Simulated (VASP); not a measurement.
ZrSi3, 4 atoms in the cell. Symmetry: Pm-3m, No. 221, cubic system. The conventional cell has a = 3.951 Å, b = 3.951 Å, c = 3.951 Å, α = 90.00°, β = 90.00°, γ = 90.00°. Zr (site symmetry m-3m) has 12 Si at 2.79 Å within 3.7 Å. Si (site symmetry 4/mmm) has 4 Zr at 2.79 Å and 8 Si at 2.79 Å within 3.7 Å. 

| Property | Result |
| --- | --- |
| Program | VASP 6.6.1 |
| Task | single point |
| Functional | PBEsol |
| Potentials or basis | VASP PAW PBE potentials, release 64 (Zr_sv, Si) |
| Cutoff | 500 eV |
| k mesh | 8 × 8 × 8 |
| Occupations | gaussian, width 0.05 eV |
| Spin | no spin polarisation |
| Dipole correction | no |
| Further INCAR settings | ALGO = Normal; EDIFF = 1e-06; NBANDS = 20 |

Potentials or basis: VASP PAW PBE potentials, release 64 (Zr_sv, Si).

Launch:

```bash
$ cat potpaw_PBE.64/Zr_sv/POTCAR potpaw_PBE.64/Si/POTCAR > POTCAR
$ mpirun -np 1 vasp_std > vasp.out
```

Hardware: 1 thread of Intel Xeon 8259CL, with other jobs on the host.

**Question.** Estimate the wall time of this run.

**Answer.** Run time: 60 s on 1 thread of Intel Xeon 8259CL (shared host), peak memory 0.19 GiB. Counts: scf iterations 12, k points 35.
